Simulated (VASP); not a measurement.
The system is Ta3Os.

```xyz
4
Lattice="0.0000 3.2228 3.2228 3.2228 0.0000 3.2228 3.2228 3.2228 0.0000" Properties=species:S:1:pos:R:3 pbc="T T T"
Ta    1.6114    1.6114    1.6114
Ta    4.8342    4.8342    4.8342
Ta    3.2228    3.2228    3.2228
Os    0.0000    0.0000    0.0000
```

```yaml
Program: VASP 6.6.1
Task: relaxation of cell and atoms
Functional: PBEsol
Dispersion: D3(BJ)
Potentials_or_basis: VASP PAW PBE potentials, release 64 (Ta_pv, Os)
Cutoff: 600 eV
k_mesh: 6 × 6 × 6
Occupations: methfessel-paxton, width 0.1 eV
Spin: no spin polarisation
```

At the start: pressure -11.9 GPa; volume 16.74 Å³/atom.

**Question.** How do energy, volume and symmetry change on relaxing?

**Answer.** Over 4 steps the energy falls by 29.5 meV/atom and the volume is 15.98 Å³/atom (-4.5 %); space group Fm-3m (No. 225, to 0.1 Å) before and after.

The path:
```csv
step,energy change (eV),largest force (eV/Å),pressure (GPa),volume (Å³)
1,0.0000,0.0000,-11.90,66.95
2,1.0756,0.0000,52.32,55.61
3,-0.1177,0.0000,-0.67,64.05
4,-0.1180,0.0000,-0.11,63.92
```

Final structure:
```
Ta Os
1.0
     0.00000    3.17348    3.17348
     3.17348    0.00000    3.17348
     3.17348    3.17348    0.00000
Ta Os
3 1
Direct
  0.25000 0.25000 0.25000
  0.75000 0.75000 0.75000
  0.50000 0.50000 0.50000
  0.00000 0.00000 0.00000
```

Caveat: the PAW data sets were made with another functional, which shifts forces and pressure a little.
